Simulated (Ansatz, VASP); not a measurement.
# One calculation of TiSnTe3, two programs

Contents of INCAR:

```
SYSTEM = TiSnTe3
PREC = Accurate ; ENCUT = 600
EDIFF = 1E-6 ; ISMEAR = 0
SIGMA = 0.1 ; LREAL = .False.
LASPH = .True. ; NELM = 80
ALGO = Normal ; ISIF = 3
LWAVE = .False. ; LCHARG = .False.
GGA = PE ; IBRION = 2
NSW = 90 ; EDIFFG = -0.04
```

The input KPOINTS:

```
regular mesh
0
Gamma
  4 4 2
  0 0 0
```

POSCAR

```
TiSnTe3
1.0
    4.1566927000      0.0000000000      0.0000000000
    0.0000000000      4.1566927000      0.0000000000
    0.0000000000      0.0000000000      8.9201128100
Ti Sn Te
1 1 3
Direct
    0.0000000000      0.0000000000      0.0000000000
    0.0000000000      0.0000000000      0.5000000000
    0.0000000000      0.0000000000      0.7610120300
    0.0000000000      0.0000000000      0.2389879700
    0.5000000000      0.5000000000      0.5000000000
```

Input for Ansatz:

```yaml
crystal:
  lattice:
    - [4.1566927, 0.0, 0.0]
    - [0.0, 4.1566927, 0.0]
    - [0.0, 0.0, 8.92011281]
  atoms:
    - { symbol: Ti, position: [0.0, 0.0, 0.0] }
    - { symbol: Sn, position: [0.0, 0.0, 0.5] }
    - { symbol: Te, position: [0.0, 0.0, 0.76101203] }
    - { symbol: Te, position: [0.0, 0.0, 0.23898797] }
    - { symbol: Te, position: [0.5, 0.5, 0.5] }
basis:
  ecutwfc: 420
kpoints:
  mp_grid: { grid: [4, 4, 2] }
hamiltonian:
  xc: pbe
scf:
  occupations: { method: gaussian, width: 0.1 }
  lower_state_search: "off"
output:
  forces: true
  stress: true
  eigenvalues: true
relax:
  adjacent_minimum: "off"
  f_tol: 0.04
  max_steps: 70
  cell: { stress_tol: 0.4 }
```

Alike in both runs: task relaxation of cell and atoms; functional PBE; k mesh 4 × 4 × 2; occupations gaussian, width 0.1 eV; no spin polarisation.

|  | VASP | Ansatz |
| --- | --- | --- |
| version | VASP 6.6.1 | Ansatz 0.2.0 |
| potentials or method | VASP PAW PBE potentials, release 64 (Ti_sv, Sn_d, Te), cutoff 600 eV | scalar-relativistic, plane waves, PAW |
| valence electrons in the cell | 44 | 74 |

Ansatz gave:

```
gap on the k mesh at the Fermi level, each at its own relaxed structure (eV) : none
relaxed volume (Å³/atom)                                                     : 40.53
relaxed cell length with the largest relative difference (Å)                 : 11.549
```

Task: Which values does VASP return?

Result: gap on the k mesh at the Fermi level, each at its own relaxed structure (eV): none; relaxed volume (Å³/atom): 40.38; relaxed cell length with the largest relative difference (Å): 11.509.

A gap of «none» marks a metal or a gap that the smearing closes. VASP's potentials hold 44 valence electrons a cell and Ansatz's 74, so a difference there can come from the potentials and not from the codes.

The k mesh is coarse, so the values compare programs but aren't converged. Neither program's run includes spin-orbit coupling. Noted on VASP's run: the volume moved by over 15 % at a fixed basis, so the end points are rough.
